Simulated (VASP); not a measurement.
The system is Co.

```
CELL_PARAMETERS angstrom
2.45398 0.00000 0.00000
-1.22699 2.12521 0.00000
0.00000 0.00000 8.03395
ATOMIC_POSITIONS crystal
Co 0.66667 0.33333 0.75000
Co 0.00000 0.00000 0.50000
Co 0.33333 0.66667 0.25000
Co 0.00000 0.00000 0.00000
```

Base run:

```yaml
Program: VASP 6.6.1
Functional: BLYP
Potentials_or_basis: VASP PAW PBE potentials, release 64 (Co)
Cutoff: 520 eV
k_mesh: 12 × 12 × 4
Occupations: fermi-dirac, width 0.05 eV
Spin: collinear spin, ferromagnetic start
Starting_moments: "[2.0, 2.0, 2.0, 2.0] μB"
```

Its results: pressure 18.2 GPa; net moment 6.26 μB per cell; site moments Co +1.58, +1.56 (each value once) μB.

Problem. The run is repeated on the same cell with these changes: functional from BLYP to r2SCAN; dispersion from none to D3(BJ). What comes out?

Solution. Pressure 1.5 GPa; net moment 7.04 μB per cell; site moments Co +1.83, +1.80 (each value once) μB.

Several settings changed at once.

Caveats: the PAW data sets were made with another functional, which shifts forces and pressure a little; the cell stands under pressure (at least some runs).
